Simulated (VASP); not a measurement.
Set up this calculation in VASP 6.6.1, as the native input.

* Task: single point
* Functional: PBEsol
* Potentials or basis: VASP PAW PBE potentials, release 64 (Br, K_sv)
* Cutoff: 520 eV
* k mesh: 7 × 7 × 7
* Occupations: fermi-dirac, width 0.05 eV
* Spin: collinear spin, ferromagnetic start
* Starting moments: [0.5, 0.0] μB
* Dipole correction: no
* Further INCAR settings: ALGO = Normal; EDIFF = 1e-06; NBANDS = 19

The structure of KBr lies in POSCAR:

```
KBr
1.0
    0.0000000000      3.3000000000      3.3000000000
    3.3000000000      0.0000000000      3.3000000000
    3.3000000000      3.3000000000      0.0000000000
Br K
1 1
Direct
    0.5000000000      0.5000000000      0.5000000000
    0.0000000000      0.0000000000      0.0000000000
```

One way to write it, as run:

INCAR

```
PREC     = Accurate       # precision mode
ENCUT    = 520            # plane-wave cutoff, eV
EDIFF    = 1E-6           # SCF threshold, eV
ISMEAR   = -1             # smearing method
SIGMA    = 0.05           # smearing width, eV
LREAL    = F              # projectors in reciprocal space
LASPH    = T              # aspherical terms in the spheres
NELM     = 150            # most SCF steps
ALGO     = Normal         # electronic algorithm
ISIF     = 2              # what is computed and relaxed
LWAVE    = F              # write WAVECAR
LCHARG   = F              # write CHGCAR
ISPIN    = 2              # spin polarisation
MAGMOM   = 0.5 0          # initial moments
LORBIT   = 11             # projections on sites
GGA      = PS             # functional
NBANDS   = 19             # bands
```

KPOINTS

```
regular mesh
0
Gamma
  7 7 7
```

Potentials or basis: VASP PAW PBE potentials, release 64 (Br, K_sv).

Run with:

```console
$ cat potpaw_PBE.64/Br/POTCAR potpaw_PBE.64/K_sv/POTCAR > POTCAR
$ mpirun -np 1 vasp_std > vasp.out
```

It gave:

```yaml
Pressure: -0.3 GPa
Band_gap_on_the_k_mesh: 4.28 eV, direct
Net_moment: 0.00 μB per cell
Valence_electrons_inside_the_program's_atomic_spheres: Br 4.87; K 7.55
```

Caveat: the PAW data sets were made with another functional, which shifts forces and pressure a little.

Wall time 37 s on 1 thread of AMD EPYC 9R45 96-Core Processor (Zen 5), on a shared host, peak memory 0.22 GiB.
